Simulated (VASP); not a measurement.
# Rh (P6_3/mmc) in VASP: a series of runs

The runs below take Rh through single point, with LDA.

Everything below comes from runs of VASP 6.6.1. Logs are shortened: lines on timing, memory, paths and dates and some standing lists are left out, and cuts for length are marked.

## (1) The cell of the first run

The structure is hexagonal, space group P6_3/mmc (No. 194). The conventional cell has a = 2.555 Å, b = 2.555 Å, c = 4.133 Å, α = 90.00°, β = 90.00°, γ = 120.00°. Within 3.4 Å of Rh (site symmetry -6m2) lie 12 Rh at 2.54 to 2.56 Å.

## (2) Single point, LDA (volume scaled by 0.88)

Input file INCAR:

```
PREC     = Accurate       # precision mode
ENCUT    = 520            # plane-wave cutoff, eV
EDIFF    = 1E-6           # SCF threshold, eV
ISMEAR   = -1             # smearing method
SIGMA    = 0.08           # smearing width, eV
LREAL    = False          # projectors in reciprocal space
LASPH    = True           # aspherical terms in the spheres
NELM     = 100            # most SCF steps
ALGO     = Normal         # electronic algorithm
ISIF     = 2              # what is computed and relaxed
LWAVE    = False          # write WAVECAR
LCHARG   = False          # write CHGCAR
NBANDS   = 22             # bands
```

Input file KPOINTS:

```
Automatic mesh
0
Gamma
  16 16 9
```

Input file POSCAR:

```
Rh
1.0
    2.5553838535      0.0000000000      0.0000000000
   -1.2776919267      2.2130273335      0.0000000000
    0.0000000000      0.0000000000      4.1330158059
Rh
2
Direct
    0.3333333333      0.6666666667      0.2500000000
    0.6666666667      0.3333333333      0.7500000000
```

Potentials or basis: VASP PAW LDA potentials, release 64 (Rh_pv).

Run with:

```sh
> cat potpaw_LDA.64/Rh_pv/POTCAR > POTCAR
> mpirun -np 1 vasp_std > vasp.out
```

OUTCAR:

```text
PREC = Accurate
   ENCUT = 520
   EDIFF = 1E-6
   ISMEAR = -1
   LREAL = False
   LASPH = True
   NELM = 100
   ISIF = 2

 ion  position               nearest neighbor table
   1  0.333  0.667  0.250-   2 2.54   2 2.54   2 2.54   2 2.54   2 2.54   2 2.54
   2  0.667  0.333  0.750-   1 2.54   1 2.54   1 2.54   1 2.54   1 2.54   1 2.54

  LATTYP: Found a hexagonal cell.
 ALAT       =     2.5553838535
 C/A-ratio  =     1.6173757223

  Lattice vectors:

 A1 = (   2.5553838535,   0.0000000000,   0.0000000000)
 A2 = (  -1.2776919267,   2.2130273335,   0.0000000000)
 A3 = (   0.0000000000,   0.0000000000,   4.1330158059)

Analysis of symmetry for initial positions (statically):
=====================================================================
 Subroutine PRICEL returns:
 Original cell was already a primitive cell.

 Routine SETGRP: Setting up the symmetry group for a
 hexagonal supercell.

 Subroutine GETGRP returns: Found 24 space group operations
 (whereof 12 operations were pure point group operations)
 out of a pool of 24 trial point group operations.

The static configuration has the point symmetry D_3d.
 The point group associated with its full space group is D_6h.

Analysis of symmetry for dynamics (positions and initial velocities):
=====================================================================
 Subroutine PRICEL returns:
 Original cell was already a primitive cell.

 Routine SETGRP: Setting up the symmetry group for a
 hexagonal supercell.

 Subroutine GETGRP returns: Found 24 space group operations
 (whereof 12 operations were pure point group operations)
 out of a pool of 24 trial point group operations.

The dynamic configuration has the point symmetry D_3d.
 The point group associated with its full space group is D_6h.

 Subroutine INISYM returns: Found 24 space group operations
 (whereof 12 operations are pure point group operations),
 and found     1 'primitive' translations

----------------------------------------------------------------------------------------

                                     Primitive cell

  volume of cell :      23.3728

  direct lattice vectors                    reciprocal lattice vectors
     2.555383853  0.000000000  0.000000000     0.391330640  0.225934851  0.000000000
    -1.277691927  2.213027333  0.000000000     0.000000000  0.451869701  0.000000000
     0.000000000  0.000000000  4.133015806     0.000000000  0.000000000  0.241954071

  length of vectors
     2.555383853  2.555383853  4.133015806     0.451869701  0.451869701  0.241954071

  position of ions in fractional coordinates (direct lattice)
     0.333333333  0.666666667  0.250000000
     0.666666667  0.333333333  0.750000000

  ion indices of the primitive-cell ions
   primitive index   ion index
                 1           1
                 2           2

----------------------------------------------------------------------------------------

 KPOINTS: Automatic mesh

Automatic generation of k-mesh.
 Grid dimensions read from file:
 generate k-points for:   16   16    9

 Generating k-lattice:

  Cartesian coordinates                     Fractional coordinates (reciprocal lattice)
     0.024458165  0.014120928  0.000000000     0.062500000  0.000000000  0.000000000
     0.000000000  0.028241856  0.000000000     0.000000000  0.062500000  0.000000000
     0.000000000  0.000000000  0.026883786     0.000000000  0.000000000  0.111111111

  Length of vectors
     0.028241856  0.028241856  0.026883786

  Shift w.r.t. Gamma in fractional coordinates (k-lattice)
     0.000000000  0.000000000  0.000000000

 Subroutine IBZKPT returns following result:
 ===========================================

 Found    150 irreducible k-points:

 Following reciprocal coordinates:
            Coordinates               Weight
  0.000000  0.000000  0.000000      1.000000
  0.062500  0.000000  0.000000      6.000000
  0.125000  0.000000  0.000000      6.000000
  0.187500  0.000000  0.000000      6.000000
  0.250000  0.000000  0.000000      6.000000
  0.312500 -0.000000  0.000000      6.000000
[... 16 lines left out ...]
  0.187500  0.187500  0.000000      6.000000
  0.250000  0.187500  0.000000     12.000000
 [... further k-points ...]
   k-points           NKPTS =    150   k-points in BZ     NKDIM =    150   number of bands    NBANDS=     22
   number of dos      NEDOS =    301   number of ions     NIONS =      2
   total plane-waves  NPLWV =  12800
   dimension x,y,z NGX =    20 NGY =   20 NGZ =   32
   dimension x,y,z NGXF=    40 NGYF=   40 NGZF=   64
   ions per type =               2
   NGX,Y,Z   is equivalent  to a cutoff of  13.01, 13.01, 12.87 a.u.
   NGXF,Y,Z  is equivalent  to a cutoff of  26.02, 26.02, 25.74 a.u.
 SYSTEM =  unknown system
   PREC   = accura    normal or accurate (medium, high low for compatibility)
   ISTART =      0    job   : 0-new  1-cont  2-samecut
   ICHARG =      2    charge: 1-file 2-atom 10-const
   ISPIN  =      1    spin polarized calculation?
   LNONCOLLINEAR =      F non collinear calculations
   LSORBIT =      F    spin-orbit coupling
   LASPH  =      T    aspherical Exc in radial PAW
   ENCUT  =  520.0 eV  38.22 Ry    6.18 a.u.   4.75  4.75  7.68*2*pi/ulx,y,z
   NELM   =    100;   NELMIN=  2; NELMDL= -5     # of ELM steps
   EDIFF  = 0.1E-05   stopping-criterion for ELM
   LREAL  =      F    real-space projection
[... 7 lines left out ...]
   TEBEG  =    0.0;   TEEND  =   0.0 temperature during run
   PSTRESS=    0.0 pullay stress
   NELECT =      30.0000    total number of electrons
   NUPDOWN=      -1.0000    fix difference up-down
   EMIN   =  10.00;   EMAX   =-10.00  energy-range for DOS
   EFERMI =   0.00;   METHOD = LEGACY
   ISMEAR =    -1;   SIGMA  =   0.08  broadening in eV -4-tet -1-fermi 0-gaus
   EFERMI_NEDOS =   21; number of points for ismear=-14 and -15
   IALGO  =     38    algorithm
   IMIX   =      4    mixing-type and parameters
     AMIX     =   0.40;   BMIX     =  1.00
     AMIX_MAG =   1.60;   BMIX_MAG =  1.00
  volume/ion in A,a.u.               =      11.69        78.86
  Fermi-wavevector in a.u.,A,eV,Ry     =   1.779147  3.362101 43.067410  3.165365
  Thomas-Fermi vector in A             =   2.844198
   LORBIT       =      0    0 simple, 1 ext, 2 COOP (PROOUT), +10 PAW based schemes
   GGA     = CA    functional components
   LHFCALC =     F    Hartree Fock is set to
   AEXX    =    0.0000 exact exchange contribution
   IVDW    =     0    specifies the selected vdW correction
   LEPSILON=     F    determine dielectric tensor
   LRPA    =     F    only Hartree local field effects (RPA)
 non-spin polarized calculation
  energy-cutoff  :      520.00
  volume of cell :       23.37
 maximum number of plane-waves:       648
 NGX is ok and might be reduce to    20
   NGX =  9   NGY =  9   NGZ = 15

 number of electron      30.0000003 magnetization

 Free energy of the ion-electron system (eV)
  ---------------------------------------------------
  ext. energy  EPLUGINS =         0.00000000
  ---------------------------------------------------
  free energy    TOTEN  =       -16.80937497 eV

  energy without entropy =      -16.75952209  energy(sigma->0) =      -16.78444853

 E-fermi :  15.1210     XC(G=0): -15.4084

 val. band max:       15.1170655951   @ k =   0.1250   0.0000   0.3333
 cond. band min:      15.1244757662   @ k =   0.3750   0.1250   0.2222
 fundamental gap:      0.0074101711
 Fermi energy:        15.1210030899

 k-point     1 :       0.0000    0.0000    0.0000
  band No.  band energies     occupation
      1     -32.7615      2.00000
      2     -31.6158      2.00000
      3     -31.6158      2.00000
      4     -31.4415      2.00000
      5     -31.4336      2.00000
      6     -31.4336      2.00000
[... 14 lines left out ...]
     21      33.1566      0.00000
     22      34.1018      0.00000

 k-point     2 :       0.0625    0.0000    0.0000
  band No.  band energies     occupation
      1     -32.7455      2.00000
      2     -31.6531      2.00000
      3     -31.6279      2.00000
      4     -31.4723      2.00000
      5     -31.4479      2.00000
      6     -31.4391      2.00000
[... 14 lines left out ...]
     21      33.3591      0.00000
     22      34.3536      0.00000

 k-point     3 :       0.1250    0.0000    0.0000
  band No.  band energies     occupation
      1     -32.6986      2.00000
      2     -31.7592      2.00000
      3     -31.6614      2.00000
      4     -31.5809      2.00000
      5     -31.4674      2.00000
      6     -31.4552      2.00000
[... 14 lines left out ...]
     21      33.8660      0.00000
     22      34.8905      0.00000

 k-point     4 :       0.1875    0.0000    0.0000
  band No.  band energies     occupation
      1     -32.6246      2.00000
      2     -31.9178      2.00000
      3     -31.7398      2.00000
      4     -31.7102      2.00000
      5     -31.5004      2.00000
      6     -31.4806      2.00000
[... 14 lines left out ...]
     21      33.8790      0.00000
     22      34.9549      0.00000

 k-point     5 :       0.2500    0.0000    0.0000
  band No.  band energies     occupation
      1     -32.5295      2.00000
      2     -32.1044      2.00000
      3     -31.9217      2.00000
      4     -31.7659      2.00000
      5     -31.5468      2.00000
      6     -31.5117      2.00000
[... 14 lines left out ...]
     21      32.6969      0.00000
     22      33.6769      0.00000

 k-point     6 :       0.3125   -0.0000    0.0000
  band No.  band energies     occupation
      1     -32.4220      2.00000
      2     -32.2902      2.00000
      3     -32.0983      2.00000
      4     -31.8201      2.00000
      5     -31.6055      2.00000
      6     -31.5439      2.00000
[... 14 lines left out ...]
     21      31.5631      0.00000
     22      31.9560      0.00000

 k-point     7 :       0.3750    0.0000    0.0000
  band No.  band energies     occupation
      1     -32.4468      2.00000
      2     -32.3139      2.00000
      3     -32.2444      2.00000
      4     -31.8651      2.00000
      5     -31.6719      2.00000
      6     -31.5717      2.00000
[... 324 lines left out ...]
      6     -31.6590      2.00000
[... 14 lines left out ...]
     21      28.7095      0.00000
     22      31.1605      0.00000

 k-point    21 :       0.3750    0.1250    0.0000
  band No.  band energies     occupation
      1     -32.5117      2.00000
      2     -32.3114      2.00000
      3     -32.1899      2.00000
      4     -31.9675      2.00000
      5     -31.7582      2.00000
      6     -31.6838      2.00000
[... 14 lines left out ...]
     21      27.7494      0.00000
     22      30.6270      0.00000

 k-point    22 :       0.4375    0.1250    0.0000
  band No.  band energies     occupation
      1     -32.5446      2.00000
      2     -32.3333      2.00000
      3     -32.1507      2.00000
      4     -31.9848      2.00000
      5     -31.7883      2.00000
      6     -31.6924      2.00000
[... 14 lines left out ...]
     21      28.0808      0.00000
     22      30.3912      0.00000

 k-point    23 :       0.1875    0.1875    0.0000
  band No.  band energies     occupation
      1     -32.3955      2.00000
      2     -32.1934      2.00000
      3     -32.1906      2.00000
      4     -31.8282      2.00000
      5     -31.6505      2.00000
      6     -31.6206      2.00000
[... 14 lines left out ...]
     21      29.1284      0.00000
     22      32.2797      0.00000

 k-point    24 :       0.2500    0.1875    0.0000
  band No.  band energies     occupation
      1     -32.3317      2.00000
      2     -32.2920      2.00000
      3     -32.2497      2.00000
      4     -31.9153      2.00000
      5     -31.7177      2.00000
      6     -31.6856      2.00000
[... 14 lines left out ...]
     21      27.7810      0.00000
     22      31.7370      0.00000

 [... further k-points ...]
[... 5 lines left out ...]
  --------------------------------------------------------------------------------------
  -------------------------------------------------------------------------------------
  Total        8.2756817      8.2756817      8.2805864      0.0000000      0.0000000      0.0000000
  in kB      567.2890136    567.2890136    567.6252196      0.0000000      0.0000000      0.0000000
  external PRESSURE =     567.4010822 kB  Pullay stress =       0.0000000 kB

 VOLUME and BASIS-vectors are now :
 -----------------------------------------------------------------------------
  energy-cutoff  :      520.00
  volume of cell :       23.37
      direct lattice vectors                 reciprocal lattice vectors
     2.555383853  0.000000000  0.000000000     0.391330640  0.225934851  0.000000000
    -1.277691927  2.213027333  0.000000000     0.000000000  0.451869701  0.000000000
     0.000000000  0.000000000  4.133015806     0.000000000  0.000000000  0.241954071

 POSITION                                       TOTAL-FORCE (eV/Angst)
 -----------------------------------------------------------------------------------
     -0.00000      1.47535      1.03325         0.000000     -0.000000      0.000000
      1.27769      0.73768      3.09976        -0.000000      0.000000      0.000000
 -----------------------------------------------------------------------------------
    total drift:                               -0.000000      0.000000     -0.000000

  FREE ENERGIE OF THE ION-ELECTRON SYSTEM (eV)
  ---------------------------------------------------
  free  energy   TOTEN  =       -16.8093749719 eV

  energy  without entropy=      -16.7595220889  energy(sigma->0) =      -16.78444853
```

It took 32 s on 1 thread of Intel Xeon Platinum 8488C (Sapphire Rapids), shared host; peak memory 0.17 GiB.

What came out:

```yaml
Free_energy: -16.8094 eV
Pressure: 56.7 GPa
Band_gap_on_the_k_mesh: zero (band 15 reaches 15.98 eV, above the bottom of band 16 at 12.91 eV)
```

Caveat: the cell differs from its parent crystal (volume scaled by 0.88).

## (3) Single point, LDA

This run uses another cell than the first one, of 13.28 Å³/atom, 1.136 times its volume.

Input file INCAR:

```
SYSTEM = Rh
PREC     = Accurate       ! precision mode
ENCUT    = 520            ! plane-wave cutoff, eV
EDIFF    = 1E-7           ! SCF threshold, eV
ISMEAR   = -1             ! smearing method
SIGMA    = 0.08           ! smearing width, eV
LREAL    = .False.        ! projectors in reciprocal space
LASPH    = .True.         ! aspherical terms in the spheres
NELM     = 80             ! most SCF steps
ALGO     = Normal         ! electronic algorithm
ISIF     = 2              ! what is computed and relaxed
LWAVE    = .False.        ! write WAVECAR
LCHARG   = .True.         ! write CHGCAR
LELF     = .True.         ! ELF
LVHAR    = .True.       
NBANDS   = 22             ! bands
```

Input file KPOINTS:

```
regular mesh
0
Gamma
  16 16 9
  0 0 0
```

Input file POSCAR:

```
Rh
1.0
    2.6696000917      0.0000000000      0.0000000000
   -1.3348000458      2.3119414974      0.0000000000
    0.0000000000      0.0000000000      4.3033262185
Rh
2
Direct
    0.3333333333      0.6666666667      0.2500000000
    0.6666666667      0.3333333333      0.7500000000
```

Potentials or basis: VASP PAW LDA potentials, release 64 (Rh_pv).

Run with:

```sh
> cat potpaw_LDA.64/Rh_pv/POTCAR > POTCAR
> mpirun -np 1 vasp_std > vasp.out
```

Wall time 34 s (1 thread of Intel Xeon Platinum 8488C (Sapphire Rapids), shared host); peak memory 0.18 GiB.

The run converged. Its results:

- Free energy: -17.3191 eV
- Pressure: 0.9 GPa
- Band gap on the k mesh: zero (band 15 reaches 13.16 eV, above the bottom of band 16 at 10.67 eV)

Levels at points of the mesh, in eV from the Fermi level:
| k point | band 12 | band 13 | band 14 | band 15 | band 16 | band 17 | band 18 | band 19 |
| --- | --- | --- | --- | --- | --- | --- | --- | --- |
| (0.00, 0.00, 0.00) | -2.67 | -2.67 | -2.07 | -2.07 | 0.14 | 0.14 | 0.68 | 8.97 |
| (0.50, 0.00, 0.00) | -2.38 | -2.32 | 0.44 | 0.69 | 0.78 | 3.13 | 5.28 | 10.52 |
